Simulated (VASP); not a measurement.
Te: single point with PBEsol

Crystal: Te.

```
Te
1.0
     3.61109    0.00000    0.00000
    -1.80555    3.12730    0.00000
     0.00000    0.00000    4.48052
Te
2
Direct
  0.33333 0.66667 0.25000
  0.66667 0.33333 0.75000
```

```yaml
Program: VASP 6.6.1
Task: single point
Functional: PBEsol
Potentials_or_basis: VASP PAW PBE potentials, release 64 (Te)
Cutoff: 520 eV
k_mesh: 13 × 13 × 7
Occupations: fermi-dirac, width 0.1 eV
Spin: no spin polarisation
Dipole_correction: no
Further_INCAR_settings: ALGO = Normal; EDIFF = 1e-06; NBANDS = 13
```

| Property | Result |
| --- | --- |
| Pressure | 9.0 GPa |
| Band gap on the k mesh | zero (band 6 reaches 11.41 eV, above the bottom of band 7 at 7.74 eV) |

Stress tensor (GPa, compression positive):
```
8.92 0.00 0.00
0.00 8.92 0.00
0.00 0.00 9.02
```

Levels at points of the mesh, in eV from the Fermi level:
```
           k point  band 4  band 5  band 6  band 7  band 8  band 9
(0.00, 0.00, 0.00)   -0.93   -0.93    1.84    1.84    3.59    4.83
```

It took 23 s on 1 thread of Intel(R) Xeon(R) Platinum 8488C (Sapphire Rapids), with other jobs on the host, peak memory 0.2 GiB.

Caveat: the PAW data sets were made with another functional, which shifts forces and pressure a little; spin-orbit coupling is left out, which moves the levels of the heavy elements.
